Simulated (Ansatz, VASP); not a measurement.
## Two plane-wave programs on Al12H

```
Al H
1.0
     5.67885    0.00000    0.00000
     0.00000    5.67885    0.00000
     0.00000    0.00000   21.14135
Al H
12 1
Direct
  0.25000 0.25000 0.18920
  0.25000 0.75000 0.18920
  0.75000 0.25000 0.18920
  0.75000 0.75000 0.18920
  0.00000 0.00000 0.28708
  0.00000 0.50000 0.28708
  0.50000 0.00000 0.28708
  0.50000 0.50000 0.28708
  0.25000 0.25000 0.38509
  0.25000 0.75000 0.38509
  0.75000 0.25000 0.38509
  0.75000 0.75000 0.38509
  0.33333 0.33333 0.48300
```

Alike in both runs: task single point; functional PBEsol; k mesh 5 × 5 × 1; occupations gaussian, width 0.1 eV; no spin polarisation.

|  | VASP | Ansatz |
| --- | --- | --- |
| version | VASP 6.6.1 | Ansatz 0.2.0 |
| potentials or method | VASP PAW PBE potentials, release 64 (Al, H), cutoff 520 eV | scalar-relativistic, plane waves, PAW |
| valence electrons in the cell | 37 | 37 |

```tsv
	VASP	Ansatz	Ansatz less VASP
gap on the k mesh at the Fermi level (eV)	none	none	-
rms of the force components (eV/Å)	0.393	0.393	-0.0001
```

VASP's potentials were made for PBE, not for PBEsol. Atom by atom the forces differ by 0.001 eV/Å (rms over components). A gap of «none» marks a metal or a gap that the smearing closes. Ansatz's warnings: xc potential rough in thin density.
